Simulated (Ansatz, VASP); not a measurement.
**Ti3Se: VASP beside Ansatz**

Contents of INCAR:

```
SYSTEM = Ti3Se
  PREC = Accurate
  ENCUT = 520
  EDIFF = 1E-6
  ISMEAR = -1
  SIGMA = 0.05
  LREAL = .FALSE.
  LASPH = .TRUE.
  NELM = 80
  ALGO = Normal
  ISIF = 2
  LWAVE = .FALSE.
  LCHARG = .FALSE.
  GGA = PE
  NBANDS = 29
```

The input KPOINTS:

```
Automatic mesh
0
G
  10 10 4
  0 0 0
```

POSCAR

```
Ti3Se
1.0
    3.1974455988      0.0000000000      0.0000000000
   -1.5987227994      2.7690691158      0.0000000000
    0.0000000000      0.0000000000      7.9427450000
Se Ti
1 3
Direct
    0.0000000000      0.0000000000      0.0000000000
    0.6666666667      0.3333333333      0.5000000000
    0.3333333333      0.6666666667      0.7729020000
    0.3333333333      0.6666666667      0.2270980000
```

input.yaml

```yaml
crystal:
  lattice:
    - [3.1974455988, 0.0, 0.0]
    - [-1.5987227994, 2.7690691158, 0.0]
    - [0.0, 0.0, 7.942745]
  atoms:
    - { symbol: Se, position: [0.0, 0.0, 0.0] }
    - { symbol: Ti, position: [0.6666666667, 0.3333333333, 0.5] }
    - { symbol: Ti, position: [0.3333333333, 0.6666666667, 0.772902] }
    - { symbol: Ti, position: [0.3333333333, 0.6666666667, 0.227098] }
hamiltonian:
  xc: pbe
  pseudopotentials: { kind: paw }
kpoints:
  mp_grid: { grid: [10, 10, 4] }
  band_path:
    path:
      - [[0.0, 0.0, 0.0], [0.5, 0.0, 0.0], [0.3333333333, 0.3333333333, 0.0], [0.0, 0.0, 0.0], [0.0, 0.0, 0.5], [0.5, 0.0, 0.5], [0.3333333333, 0.3333333333, 0.5], [0.0, 0.0, 0.5]]
      - [[0.5, 0.0, 0.5], [0.5, 0.0, 0.0]]
      - [[0.3333333333, 0.3333333333, 0.0], [0.3333333333, 0.3333333333, 0.5]]
    npoints: 14
scf:
  occupations: { method: fermi_dirac, width: 0.05 }
  n_extra_bands: 10
output:
  forces: true
  stress: true
  eigenvalues: true
  fatbands: false
```

Alike in both runs: functional PBE; k mesh 10 × 10 × 4; occupations fermi-dirac, width 0.05 eV; no spin polarisation.

```csv
,VASP,Ansatz
version,VASP 6.6.1,Ansatz 0.2.0
potentials or method,"VASP PAW PBE potentials, release 64 (Se, Ti_sv)",Ansatz PAW
plane-wave cutoff (eV),520,420
valence electrons in the cell,42,52
task,single point,band structure
```

Ansatz gave:

| Property | Result |
| --- | --- |
| gap on the k mesh at the Fermi level (eV) | none |
| pressure (GPa) | 0.1 |
| traceless stress, the component that is largest in VASP (GPa) | 0.12 |
| rms of the force components (eV/Å) | 0.009 |

Estimate VASP's values.

gap on the k mesh at the Fermi level (eV): none; pressure (GPa): 0.2; traceless stress, the component that is largest in VASP (GPa): 0.12; rms of the force components (eV/Å): 0.018.

Atom by atom the forces differ by 0.009 eV/Å (rms over components). A gap of «none» marks a metal or a gap that the smearing closes. With one functional, cell and mesh, what is left measures potentials, basis and numerics. VASP's potentials hold 42 valence electrons a cell and Ansatz's 52, so a difference there can come from the potentials and not from the codes.
